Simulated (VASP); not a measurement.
Write the native input for VASP 6.6.1 that does the following.

```
Task                   : single point
Functional             : PBEsol
Potentials or basis    : VASP PAW PBE potentials, release 64 (Sc_sv, Hg)
Cutoff                 : 520 eV
k mesh                 : 12 × 12 × 12
Occupations            : fermi-dirac, width 0.08 eV
Spin                   : no spin polarisation
Dipole correction      : no
Further INCAR settings : ALGO = Normal; EDIFF = 1e-06; NBANDS = 18
```

The structure of ScHg lies in POSCAR:

```
ScHg
1.0
    3.4800000000      0.0348000000      0.0348000000
    0.0348000000      3.4800000000      0.0348000000
    0.0348000000      0.0348000000      3.4800000000
Sc Hg
1 1
Direct
    0.5000000000      0.5000000000      0.5000000000
    0.0000000000      0.0000000000      0.0000000000
```

This cell differs from its parent crystal: equal xy, yz and zx shear strains of +2 %.

One way to write it, as run:

INCAR

```
SYSTEM = ScHg
PREC = Accurate
ENCUT = 520
EDIFF = 1E-6
ISMEAR = -1
SIGMA = 0.08
LREAL = .FALSE.
LASPH = .TRUE.
NELM = 60
ALGO = Normal
ISIF = 2
LWAVE = .FALSE.
LCHARG = .FALSE.
GGA = PS
NBANDS = 18
```

KPOINTS

```
Automatic mesh
0
G
  12 12 12
  0 0 0
```

Potentials or basis: VASP PAW PBE potentials, release 64 (Sc_sv, Hg).

Run with:

```console
$ cat potpaw_PBE.64/Sc_sv/POTCAR potpaw_PBE.64/Hg/POTCAR > POTCAR
$ mpirun -np 1 vasp_std > vasp.out
```

Results of the run:

```yaml
Pressure: -0.7 GPa
```

Caveat: the cell differs from its parent crystal (equal xy, yz and zx shear strains of +2 %); the PAW data sets were made with another functional, which shifts forces and pressure a little.

Wall time 44 s on 1 thread of Intel(R) Xeon(R) 6975P-C (Granite Rapids), on a shared host, peak memory 0.28 GiB.
